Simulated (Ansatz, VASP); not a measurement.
## One calculation of MgSnSb2, two programs

```xyz
4
Lattice="4.6133 0.0000 0.0000 0.0000 4.6133 0.0000 0.0000 0.0000 6.5184" Properties=species:S:1:pos:R:3 pbc="T T T"
Mg    0.0000    0.0000    0.0000
Sb    0.0000    2.3067    1.5708
Sb    2.3067    0.0000    4.9476
Sn    2.3067    2.3067    3.2592
```

Alike in both runs: task single point; functional PBE; k mesh 4 × 4 × 4; occupations fermi-dirac, width 0.02 eV; no spin polarisation.

```csv
,VASP,Ansatz
version,VASP 6.6.1,Ansatz 0.2.0
potentials or method,"VASP PAW PBE potentials, release 64 (Mg, Sb, Sn_d)","plane waves, PAW"
plane-wave cutoff (eV),520,420
valence electrons in the cell,26,54
```

Ansatz gave:

| Quantity | Value |
| --- | --- |
| pressure (GPa) | 1.3 |
| rms of the force components (eV/Å) | 0.012 |

Question: Estimate VASP's values.

Answer: Pressure (GPa): 1.4; rms of the force components (eV/Å): 0.015.

The functional is the same, so the differences come from potentials, cutoffs and numerics. VASP's potentials hold 26 valence electrons a cell and Ansatz's 54, so a difference there can come from the potentials and not from the codes.

Spin-orbit coupling is off throughout.
